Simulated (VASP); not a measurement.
Runs of VASP 6.6.1 on TaN. The structure is that of space group Fm-3m (No. 225), or close to it. The cells are those of the table. 

| task | level | potentials or basis | cell | cutoff (eV) | second run | gap on the mesh (eV) | pressure (GPa) | relaxed volume (Å³/atom) |
| --- | --- | --- | --- | --- | --- | --- | --- | --- |
| single point | revPBE+D3(BJ) | VASP PAW PBE potentials, release 64 (Ta_pv, N) | a = 3.091 Å, angles 60.0°, 2 atoms | 520 | - | none | (b) | - |
| relaxation of cell and atoms | revPBE+D3(BJ) | VASP PAW PBE potentials, release 64 (Ta_pv, N) | relaxed from a = 3.082 Å, angles 60.0°, 2 atoms | 600 | - | none | 0.0 | 10.46 |
| single point | r2SCAN+rVV10 | VASP PAW PBE potentials, release 64 (Ta_sv_GW, N) | a = 3.102 Å, angles 60.0°, 2 atoms | 660 | valence_matched | none | 0.3 | - |
| single point | PBE | VASP PAW PBE potentials, release 64 (Ta_pv, N) | a = 3.123 Å, angles 60.0°, 2 atoms | 520 | - | none | 0.8 | - |
| single point | r2SCAN+rVV10 | VASP PAW PBE potentials, release 64 (Ta_pv, N) | a = 3.102 Å, angles 60.0°, 2 atoms | 520 | - | none | (a) | - |
| relaxation of cell and atoms | PBE | VASP PAW PBE potentials, release 64 (Ta_pv, N) | relaxed from a = 3.082 Å, angles 60.0°, 2 atoms | 600 | - | none | 0.0 | 10.79 |

Alike in all rows: no spin polarisation; k mesh 13 × 13 × 13; smearing gaussian 0.1 eV.

Estimate the missing entries.

(a) 2.7; (b) 0.9.

Caveats: spin-orbit coupling is left out, which moves the levels of the heavy elements; the PAW data sets were made with another functional, which shifts forces and pressure a little (some runs); pairwise dispersion overbinds metals, which lowers pressure and volume (some runs).

A k mesh can miss the band edges, and the runs leave out spin-orbit coupling on Ta.

A gap of «none» marks levels without a gap at the run's occupations.

The runs don't all hold the same shells in valence.
